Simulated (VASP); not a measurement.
Set up this calculation in VASP 6.6.1, as the native input.

| Quantity | Value |
| --- | --- |
| Task | relaxation of cell and atoms |
| Functional | PBE |
| Potentials or basis | VASP PAW PBE potentials, release 64 (Ge_d, Te, Pt) |
| Cutoff | 600 eV |
| k mesh | 6 × 6 × 2 |
| Occupations | gaussian, width 0.1 eV |
| Spin | no spin polarisation |
| Dipole correction | no |
| Further INCAR settings | ALGO = Normal; EDIFF = 1e-07; IBRION = 2; EDIFFG = -0.04; NSW = 90; ISIF = 3 |

The structure of Ge3Te2Pt lies in POSCAR:

```
Ge3Te2Pt
1.0
    3.6632596200      0.0000000000      0.0000000000
    0.0000000000      3.6632596200      0.0000000000
    0.0000000000      0.0000000000     12.2455718100
Ge Te Pt
3 2 1
Direct
    0.0000000000      0.0000000000      0.0000000000
    0.0000000000      0.0000000000      0.7145522800
    0.0000000000      0.0000000000      0.2854477200
    0.5000000000      0.5000000000      0.8473602500
    0.5000000000      0.5000000000      0.1526397500
    0.5000000000      0.5000000000      0.5000000000
```

The cell was generated, and may not be a known phase.

The input as run:

INCAR

```
SYSTEM = Ge3Te2Pt
PREC = Accurate
ENCUT = 600
EDIFF = 1E-7
ISMEAR = 0
SIGMA = 0.1
LREAL = .False.
LASPH = .True.
NELM = 60
ALGO = Normal
ISIF = 3
LWAVE = .False.
LCHARG = .False.
GGA = PE
IBRION = 2
NSW = 90
EDIFFG = -0.04
```

KPOINTS

```
regular mesh
0
Gamma
  6 6 2
  0 0 0
```

Potentials or basis: VASP PAW PBE potentials, release 64 (Ge_d, Te, Pt).

Run with:

```console
$ cat potpaw_PBE.64/Ge_d/POTCAR potpaw_PBE.64/Te/POTCAR potpaw_PBE.64/Pt/POTCAR > POTCAR
$ mpirun -np 1 vasp_std > vasp.out
```

It gave:

- Relaxed volume: 22.08 Å³/atom
- Relaxed cell: a = 3.411 Å, b = 3.411 Å, c = 11.383 Å, α = 90.00°, β = 90.00°, γ = 90.00°
- Space group after relaxing (to 0.1 Å): P4/mmm (No. 123)
- Pressure after relaxing: -0.1 GPa
- Largest force after relaxing: 0.038 eV/Å
- Band gap on the k mesh: zero (bands 32 and 33 overlap by 2.35 eV)

Caveat: the volume moved by over 15 % at a fixed basis, so the end points are rough; spin-orbit coupling is left out, which moves the levels of the heavy elements.

Run time: 54 min on 1 thread of AMD EPYC 9R45 96-Core Processor (Zen 5), with other jobs on the host, peak memory 0.39 GiB.
